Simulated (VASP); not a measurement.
# Ti3Al2 (P4/m) in VASP: notebook

Ti3Al2 is run at these levels: PBE; tasks: single point, relaxation of shape and atoms at fixed volume.

Program: VASP 6.6.1. These are calculated values, not measurements. Logs are shortened: lines on timing, memory, paths and dates and some standing lists are left out, and cuts for length are marked.

## 1. The cell of the first run

The structure is tetragonal, space group P4/m (No. 83). The conventional cell has a = 6.691 Å, b = 6.691 Å, c = 4.037 Å, α = 90.00°, β = 90.00°, γ = 90.00°. Ti (site symmetry 4/m) has 10 Ti at 2.93 to 4.04 Å and 8 Al at 2.97 to 4.25 Å within 4.3 Å. Within 4.3 Å of Ti (site symmetry 4/m) lie 8 Al at 2.93 Å and 10 Ti at 2.98 to 4.24 Å. Within 3.8 Å of Ti (site symmetry m) lie 6 Al at 2.90 to 2.94 Å and 6 Ti at 2.93 to 3.00 Å. Within 3.8 Å of Al (site symmetry m) lie 9 Ti at 2.90 to 2.97 Å and 3 Al at 3.01 Å.

## 2. Single point, PBE (18.08 Å³/atom)

INCAR reads:

```
PREC = Accurate ; ENCUT = 520
EDIFF = 1E-6 ; ISMEAR = 0
SIGMA = 0.1 ; LREAL = False
LASPH = True ; NELM = 60
ALGO = Fast ; ISIF = 2
LWAVE = False ; LCHARG = True
GGA = PE ; LELF = True
LVHAR = True ; NBANDS = 53
```

KPOINTS reads:

```
Automatic mesh
0
Gamma
  6 6 8
```

POSCAR reads:

```
Ti3Al2
1.0
    6.6911770770      0.0000000000      0.0000000000
    0.0000000000      6.6911770770      0.0000000000
    0.0000000000      0.0000000000      4.0374334322
Ti Al
6 4
Direct
    0.0000000000      0.0000000000      0.0000000000
    0.5000000000      0.5000000000      0.5000000000
    0.8982064532      0.3001474660      0.5000000000
    0.1017935468      0.6998525340      0.5000000000
    0.6998525340      0.8982064532      0.5000000000
    0.3001474660      0.1017935468      0.5000000000
    0.8003645500      0.6033543187      0.0000000000
    0.1996354500      0.3966456813      0.0000000000
    0.6033543187      0.1996354500      0.0000000000
    0.3966456813      0.8003645500      0.0000000000
```

Potentials or basis: VASP PAW PBE potentials, release 64 (Ti_sv, Al).

Run with:

```
$ cat potpaw_PBE.64/Ti_sv/POTCAR potpaw_PBE.64/Al/POTCAR > POTCAR
$ mpirun -np 1 vasp_std > vasp.out
```

OUTCAR:

```text
PREC = Accurate
   ENCUT = 520
   EDIFF = 1E-6
   ISMEAR = 0
   LREAL = False
   LASPH = True
   NELM = 60
   ISIF = 2
   GGA = PE

 ion  position               nearest neighbor table
   1  0.000  0.000  0.000-   7 2.97   8 2.97   9 2.97  10 2.97
   2  0.500  0.500  0.500-   7 2.93   8 2.93   9 2.93  10 2.93   7 2.93   8 2.93   9 2.93  10 2.93

   3  0.898  0.300  0.500-   9 2.90   9 2.90   8 2.93   8 2.93   7 2.94   7 2.94
   4  0.102  0.700  0.500-  10 2.90  10 2.90   7 2.93   7 2.93   8 2.94   8 2.94
   5  0.700  0.898  0.500-   7 2.90   7 2.90   9 2.93   9 2.93  10 2.94  10 2.94
   6  0.300  0.102  0.500-   8 2.90   8 2.90  10 2.93  10 2.93   9 2.94   9 2.94
   7  0.800  0.603  0.000-   5 2.90   5 2.90   4 2.93   4 2.93   2 2.93   2 2.93   3 2.94   3 2.94
                             1 2.97   9 3.01  10 3.01   8 3.01
   8  0.200  0.397  0.000-   6 2.90   6 2.90   3 2.93   3 2.93   2 2.93   2 2.93   4 2.94   4 2.94
                             1 2.97   9 3.01  10 3.01   7 3.01
   9  0.603  0.200  0.000-   3 2.90   3 2.90   5 2.93   5 2.93   2 2.93   2 2.93   6 2.94   6 2.94
                             1 2.97   7 3.01   8 3.01  10 3.01
  10  0.397  0.800  0.000-   4 2.90   4 2.90   6 2.93   6 2.93   2 2.93   2 2.93   5 2.94   5 2.94
                             1 2.97   7 3.01   8 3.01   9 3.01

  LATTYP: Found a simple tetragonal cell.
 ALAT       =     6.6911770770
 C/A-ratio  =     0.6033965901

  Lattice vectors:

 A1 = (   6.6911770770,   0.0000000000,   0.0000000000)
 A2 = (   0.0000000000,   6.6911770770,   0.0000000000)
 A3 = (   0.0000000000,   0.0000000000,   4.0374334322)

Analysis of symmetry for initial positions (statically):
=====================================================================
 Subroutine PRICEL returns:
 Original cell was already a primitive cell.

 Routine SETGRP: Setting up the symmetry group for a
 simple tetragonal supercell.

 Subroutine GETGRP returns: Found  8 space group operations
 (whereof  8 operations were pure point group operations)
 out of a pool of 16 trial point group operations.

The static configuration has the point symmetry C_4h.

Analysis of symmetry for dynamics (positions and initial velocities):
=====================================================================
 Subroutine PRICEL returns:
 Original cell was already a primitive cell.

 Routine SETGRP: Setting up the symmetry group for a
 simple tetragonal supercell.

 Subroutine GETGRP returns: Found  8 space group operations
 (whereof  8 operations were pure point group operations)
 out of a pool of 16 trial point group operations.

The dynamic configuration has the point symmetry C_4h.

 Subroutine INISYM returns: Found  8 space group operations
 (whereof  8 operations are pure point group operations),
 and found     1 'primitive' translations

----------------------------------------------------------------------------------------

                                     Primitive cell

  volume of cell :     180.7634

  direct lattice vectors                    reciprocal lattice vectors
     6.691177077  0.000000000  0.000000000     0.149450536  0.000000000  0.000000000
     0.000000000  6.691177077  0.000000000     0.000000000  0.149450536  0.000000000
     0.000000000  0.000000000  4.037433432     0.000000000  0.000000000  0.247682102

  length of vectors
     6.691177077  6.691177077  4.037433432     0.149450536  0.149450536  0.247682102

  position of ions in fractional coordinates (direct lattice)
     0.000000000  0.000000000  0.000000000
     0.500000000  0.500000000  0.500000000
     0.898206453  0.300147466  0.500000000
     0.101793547  0.699852534  0.500000000
     0.699852534  0.898206453  0.500000000
     0.300147466  0.101793547  0.500000000
     0.800364550  0.603354319  0.000000000
     0.199635450  0.396645681  0.000000000
     0.603354319  0.199635450  0.000000000
     0.396645681  0.800364550  0.000000000

  ion indices of the primitive-cell ions
   primitive index   ion index
                 1           1
                 2           2
                 3           3
                 4           4
                 5           5
                 6           6
                 7           7
                 8           8
                 9           9
                10          10

----------------------------------------------------------------------------------------

 KPOINTS: Automatic mesh

Automatic generation of k-mesh.
 Grid dimensions read from file:
 generate k-points for:    6    6    8

 Generating k-lattice:

  Cartesian coordinates                     Fractional coordinates (reciprocal lattice)
     0.024908423  0.000000000  0.000000000     0.166666667  0.000000000  0.000000000
     0.000000000  0.024908423  0.000000000     0.000000000  0.166666667  0.000000000
     0.000000000  0.000000000  0.030960263     0.000000000  0.000000000  0.125000000

  Length of vectors
     0.024908423  0.024908423  0.030960263

  Shift w.r.t. Gamma in fractional coordinates (k-lattice)
     0.000000000  0.000000000  0.000000000

 Subroutine IBZKPT returns following result:
 ===========================================

 Found     55 irreducible k-points:

 Following reciprocal coordinates:
            Coordinates               Weight
  0.000000  0.000000  0.000000      1.000000
  0.166667  0.000000  0.000000      4.000000
  0.333333  0.000000  0.000000      4.000000
  0.500000  0.000000  0.000000      2.000000
  0.166667  0.166667  0.000000      4.000000
  0.333333  0.166667  0.000000      4.000000
[... 16 lines left out ...]
  0.000000  0.000000  0.250000      2.000000
  0.166667  0.000000  0.250000      8.000000
 [... further k-points ...]
   k-points           NKPTS =     55   k-points in BZ     NKDIM =     55   number of bands    NBANDS=     53
   number of dos      NEDOS =    301   number of ions     NIONS =     10
   total plane-waves  NPLWV =  75000
   dimension x,y,z NGX =    50 NGY =   50 NGZ =   30
   dimension x,y,z NGXF=   100 NGYF=  100 NGZF=   60
   ions per type =               6   4
   NGX,Y,Z   is equivalent  to a cutoff of  12.42, 12.42, 12.35 a.u.
   NGXF,Y,Z  is equivalent  to a cutoff of  24.85, 24.85, 24.71 a.u.
 SYSTEM =  unknown system
   PREC   = accura    normal or accurate (medium, high low for compatibility)
   ISTART =      0    job   : 0-new  1-cont  2-samecut
   ICHARG =      2    charge: 1-file 2-atom 10-const
   ISPIN  =      1    spin polarized calculation?
   LNONCOLLINEAR =      F non collinear calculations
   LSORBIT =      F    spin-orbit coupling
   LASPH  =      T    aspherical Exc in radial PAW
   ENCUT  =  520.0 eV  38.22 Ry    6.18 a.u.  12.44 12.44  7.51*2*pi/ulx,y,z
   NELM   =     60;   NELMIN=  2; NELMDL= -5     # of ELM steps
   EDIFF  = 0.1E-05   stopping-criterion for ELM
   LREAL  =      F    real-space projection
   EDIFFG = 0.1E-04   stopping-criterion for IOM
   NSW    =      0    number of steps for IOM
   IBRION =     -1    ionic relax: 0-MD 1-quasi-New 2-CG
   NFREE  =      0    steps in history (QN), initial steepest desc. (CG)
   ISIF   =      2    stress and relaxation
   ISYM   =      2    0-nonsym 1-usesym 2-fastsym
   POTIM  = 0.5000    time-step for ionic-motion
   TEBEG  =    0.0;   TEEND  =   0.0 temperature during run
   PSTRESS=    0.0 pullay stress
   NELECT =      84.0000    total number of electrons
   NUPDOWN=      -1.0000    fix difference up-down
   EMIN   =  10.00;   EMAX   =-10.00  energy-range for DOS
   EFERMI =   0.00;   METHOD = LEGACY
   ISMEAR =     0;   SIGMA  =   0.10  broadening in eV -4-tet -1-fermi 0-gaus
   EFERMI_NEDOS =   21; number of points for ismear=-14 and -15
   IALGO  =     68    algorithm
   IMIX   =      4    mixing-type and parameters
     AMIX     =   0.40;   BMIX     =  1.00
     AMIX_MAG =   1.60;   BMIX_MAG =  1.00
  volume/ion in A,a.u.               =      18.08       121.99
  Fermi-wavevector in a.u.,A,eV,Ry     =   1.268035  2.396238 21.876969  1.607912
  Thomas-Fermi vector in A             =   2.401151
   LORBIT       =      0    0 simple, 1 ext, 2 COOP (PROOUT), +10 PAW based schemes
   GGA     = PE    functional components
   LHFCALC =     F    Hartree Fock is set to
   AEXX    =    0.0000 exact exchange contribution
   IVDW    =     0    specifies the selected vdW correction
   LEPSILON=     F    determine dielectric tensor
   LRPA    =     F    only Hartree local field effects (RPA)
 non-spin polarized calculation
 RMM-DIIS sequential band-by-band and
 Gauss-broadening in eV      SIGMA  =   0.10
  energy-cutoff  :      520.00
  volume of cell :      180.76
 maximum number of plane-waves:      4911
 NGX is ok and might be reduce to    50
   NGX = 25   NGY = 25   NGZ = 15

 number of electron      83.9999988 magnetization

 Free energy of the ion-electron system (eV)
  ---------------------------------------------------
  ext. energy  EPLUGINS =         0.00000000
  ---------------------------------------------------
  free energy    TOTEN  =       -64.84462496 eV

  energy without entropy =      -64.79371922  energy(sigma->0) =      -64.81917209

 E-fermi :   7.3183     XC(G=0): -10.7296

 val. band max:        7.3146562575   @ k =   0.1667   0.1667   0.2500
 cond. band min:       7.3312033539   @ k =   0.3333   0.3333   0.0000
 fundamental gap:      0.0165470964
 Fermi energy:         7.3182758376

 k-point     1 :       0.0000    0.0000    0.0000
  band No.  band energies     occupation
      1     -49.5733      2.00000
      2     -49.5045      2.00000
      3     -49.4747      2.00000
      4     -49.4746      2.00000
      5     -49.4746      2.00000
      6     -49.2663      2.00000
[... 45 lines left out ...]
     52       8.4525      0.00000
     53       8.9959      0.00000
[... 1286 lines left out ...]
     52       8.7864      0.00000
     53       8.9264      0.00000

 [... further k-points ...]

------------------------ aborting loop because EDIFF is reached ----------------------------------------

  FORCE on cell =-STRESS in cart. coord.  units (eV):
  Direction    XX          YY          ZZ          XY          YZ          ZX
  --------------------------------------------------------------------------------------
  -------------------------------------------------------------------------------------
  Total       -9.9996213     -9.9996213     -9.9999692      0.0000000      0.0000000      0.0000000
  in kB      -88.6306049    -88.6306049    -88.6336884      0.0000000      0.0000000      0.0000000
  external PRESSURE =     -88.6316327 kB  Pullay stress =       0.0000000 kB

 VOLUME and BASIS-vectors are now :
 -----------------------------------------------------------------------------
  energy-cutoff  :      520.00
  volume of cell :      180.76
      direct lattice vectors                 reciprocal lattice vectors
     6.691177077  0.000000000  0.000000000     0.149450536  0.000000000  0.000000000
     0.000000000  6.691177077  0.000000000     0.000000000  0.149450536  0.000000000
     0.000000000  0.000000000  4.037433432     0.000000000  0.000000000  0.247682102

 POSITION                                       TOTAL-FORCE (eV/Angst)
 -----------------------------------------------------------------------------------
      0.00000      0.00000      0.00000         0.000000     -0.000000      0.000000
      3.34559      3.34559      2.01872         0.000000     -0.000000      0.000000
      6.01006      2.00834      2.01872         0.001258     -0.002816     -0.000000
      0.68112      4.68284      2.01872        -0.001258      0.002816      0.000000
      4.68284      6.01006      2.01872         0.002816      0.001258      0.000000
      2.00834      0.68112      2.01872        -0.002816     -0.001258     -0.000000
      5.35538      4.03715      0.00000         0.000013     -0.000521      0.000000
      1.33580      2.65403      0.00000        -0.000013      0.000521      0.000000
      4.03715      1.33580      0.00000        -0.000521     -0.000013      0.000000
      2.65403      5.35538      0.00000         0.000521      0.000013      0.000000
 -----------------------------------------------------------------------------------
    total drift:                                0.000000     -0.000000     -0.000000

  FREE ENERGIE OF THE ION-ELECTRON SYSTEM (eV)
  ---------------------------------------------------
  free  energy   TOTEN  =       -64.8446249615 eV

  energy  without entropy=      -64.7937192233  energy(sigma->0) =      -64.81917209
```

Wall time 17 min (1 thread of AMD EPYC 9R45 (Zen 5), shared host); peak memory 0.49 GiB.

Results:

* Free energy: -64.8446 eV
* Pressure: -8.9 GPa
* Largest force: 0.003 eV/Å
* Band gap on the k mesh: zero (bands 42 and 43 overlap by 0.65 eV)

Forces in eV/Å, atoms in the order of the input:
```
Ti   0.000  0.000  0.000
Ti   0.000  0.000  0.000
Ti   0.001 -0.003  0.000
Ti  -0.001  0.003  0.000
Ti   0.003  0.001  0.000
Ti  -0.003 -0.001  0.000
Al   0.000 -0.001  0.000
Al   0.000  0.001  0.000
Al  -0.001  0.000  0.000
Al   0.001  0.000  0.000
```

Caveat: the cell stands under tension.

[end of part 1 of 2]
